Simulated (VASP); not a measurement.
Crystal: CuO.

```xyz
4
Lattice="3.1795 0.0000 0.0000 -1.5898 2.7536 0.0000 0.0000 0.0000 4.4315" Properties=species:S:1:pos:R:3 pbc="T T T"
Cu    0.0000    0.0000    0.0000
Cu    0.0000    0.0000    2.2157
O     0.0000    1.8357    1.1079
O     1.5898    0.9179    3.3236
```

Base run:

| Property | Result |
| --- | --- |
| Program | VASP 6.6.1 |
| Functional | PBEsol |
| Potentials or basis | VASP PAW PBE potentials, release 64 (Cu, O) |
| Cutoff | 520 eV |
| k mesh | 10 × 10 × 6 |
| Occupations | fermi-dirac, width 0.05 eV |
| Spin | no spin polarisation |
| Hubbard terms | Cu d U = 5.3 eV |

Its results: band gap on the k mesh zero (bands 17 and 18 overlap by 1.13 eV); pressure -7.8 GPa.

Problem. The run is repeated on the same cell with these changes: functional from PBEsol to r2SCAN; hubbard terms from Cu d U = 5.3 eV to Cu d U = 4.5 eV. What comes out?

Solution. Band gap on the k mesh zero (bands 17 and 18 overlap by 1.16 eV); pressure -5.2 GPa.

Several settings changed at once.

Caveats: the cell stands under tension; the PAW data sets were made with another functional, which shifts forces and pressure a little; U without spin polarisation on a metal has little footing.
